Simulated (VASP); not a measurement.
A run of VASP 6.6.1 is set up as follows.

Contents of INCAR:

```
PREC = Accurate
ENCUT = 520
EDIFF = 1E-6
ISMEAR = 0
SIGMA = 0.15
LREAL = F
LASPH = T
NELM = 80
ALGO = Fast
ISIF = 2
LWAVE = F
LCHARG = T
GGA = CA
LELF = T
LVHAR = T
NBANDS = 16
```

The input KPOINTS:

```
regular mesh
0
Gamma
  14 14 14
```

File POSCAR:

```
Al2Cu
1.0
   -2.0280237297      2.0280237297      2.7690488777
    2.0280237297     -2.0280237297      2.7690488777
    2.0280237297      2.0280237297     -2.7690488777
Al Cu
2 1
Direct
    0.7500000000      0.2500000000      0.5000000000
    0.2500000000      0.7500000000      0.5000000000
    0.5000000000      0.5000000000      0.0000000000
```

Potentials or basis: VASP PAW LDA potentials, release 64 (Al, Cu).

Run with:

```console
$ cat potpaw_LDA.64/Al/POTCAR potpaw_LDA.64/Cu/POTCAR > POTCAR
$ mpirun -np 1 vasp_std > vasp.out
```

Problem. What does it give for the pressure?

Solution. 0.5 GPa.

Problem. Estimate the band gap on the k mesh.

Solution. Zero (an odd number of electrons rules out a gap without spin polarisation).

Stress tensor (GPa, compression positive):
```
-0.88  0.00  0.00
 0.00 -0.88  0.00
 0.00  0.00  3.23
```

Caveat: the cell differs from its parent crystal (strain +e along x and -e along y +0.0000, strain +e along z and -e/2 along x and y -0.0233).
